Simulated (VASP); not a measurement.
SiC4:

```
Si C
1.0
     3.14198    0.00000    0.00000
     0.00000    3.14198    0.00000
     0.00000    0.00000    3.96957
Si C
1 4
Direct
  0.50000 0.50000 0.00000
  0.00000 0.50000 0.67926
  0.50000 0.00000 0.67926
  0.00000 0.50000 0.32074
  0.50000 0.00000 0.32074
```

Base run:

| Quantity | Value |
| --- | --- |
| Program | VASP 6.6.1 |
| Functional | PBE |
| Potentials or basis | VASP PAW PBE potentials, release 64 (Si, C_h) |
| Cutoff | 910 eV |
| k mesh | 12 × 12 × 10 |
| Occupations | gaussian, width 0.1 eV |
| Spin | no spin polarisation |

Its results: band gap on the k mesh zero (band 10 reaches 10.40 eV, above the bottom of band 11 at 8.94 eV); pressure -0.4 GPa; largest force 0.006 eV/Å.

**Question.** The run is repeated on the same cell with these changes: potentials or basis from VASP PAW PBE potentials, release 64 (Si, C_h) to VASP PAW PBE potentials, release 64 (Si, C); cutoff from 910 eV to 520 eV. What comes out?

**Answer.** Band gap on the k mesh zero (band 10 reaches 9.70 eV, above the bottom of band 11 at 8.23 eV); pressure 0.1 GPa; largest force 0.068 eV/Å.

Caveats: the cutoff is under 1.25 times the usual one of these potentials, so pressure, stress and relaxed cells hold a basis-set (Pulay) error (some runs).
